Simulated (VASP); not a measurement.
Runs of VASP 6.6.1 on TaN. The structure is that of space group P-6m2 (No. 187), or close to it. The cells are those of the table. 

```csv
cell,gap on the mesh (eV),pressure (GPa)
"a = 3.014, b = 3.014, c = 2.958 Å, angles 90.0, 90.0, 120.0°, 2 atoms",none,-26.6
"a = 2.938, b = 2.938, c = 2.883 Å, angles 90.0, 90.0, 120.0°, 2 atoms",none,-4.1
"a = 2.912, b = 2.912, c = 2.857 Å, angles 90.0, 90.0, 120.0°, 2 atoms",none,5.9
"a = 2.989, b = 2.989, c = 2.933 Å, angles 90.0, 90.0, 120.0°, 2 atoms",none,-20.2
"a = 2.964, b = 2.964, c = 2.908 Å, angles 90.0, 90.0, 120.0°, 2 atoms",none,-12.7
"a = 2.885, b = 2.885, c = 2.831 Å, angles 90.0, 90.0, 120.0°, 2 atoms",none,(b)
"a = 2.857, b = 2.857, c = 2.804 Å, angles 90.0, 90.0, 120.0°, 2 atoms",none,(a)
```

Alike in all rows: task single point; level PBEsol; potentials or basis VASP PAW PBE potentials, release 64 (Ta_pv, N); no spin polarisation; k mesh 9 × 9 × 8; cutoff (eV) 520; smearing methfessel-paxton 0.1 eV.

Task: Estimate the missing entries.

Result: (a) 30.7; (b) 17.4.

Caveats: the PAW data sets were made with another functional, which shifts forces and pressure a little; spin-orbit coupling is left out, which moves the levels of the heavy elements.

A k mesh can miss the band edges, and the runs leave out spin-orbit coupling on Ta.

A gap of «none» marks levels without a gap at the run's occupations.
